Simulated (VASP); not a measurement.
Crystal: TiAl.

```
Ti Al
1.0
     3.13610    0.00000    0.00000
     0.00000    3.13610    0.00000
     0.00000    0.00000    3.13610
Ti Al
1 1
Direct
  0.00000 0.00000 0.00000
  0.50000 0.50000 0.50000
```

Base run:

```yaml
Program: VASP 6.6.1
Functional: r2SCAN
Potentials_or_basis: VASP PAW PBE potentials, release 64 (Ti_sv, Al)
Cutoff: 520 eV
k_mesh: 8 × 8 × 8
Occupations: fermi-dirac, width 0.05 eV
Spin: no spin polarisation
```

Its results: pressure 4.7 GPa.

Task: The run is repeated on the same cell with these changes: functional from r2SCAN to PBEsol. What comes out?

Result: Pressure 2.5 GPa.

Caveats: the PAW data sets were made with another functional, which shifts forces and pressure a little.
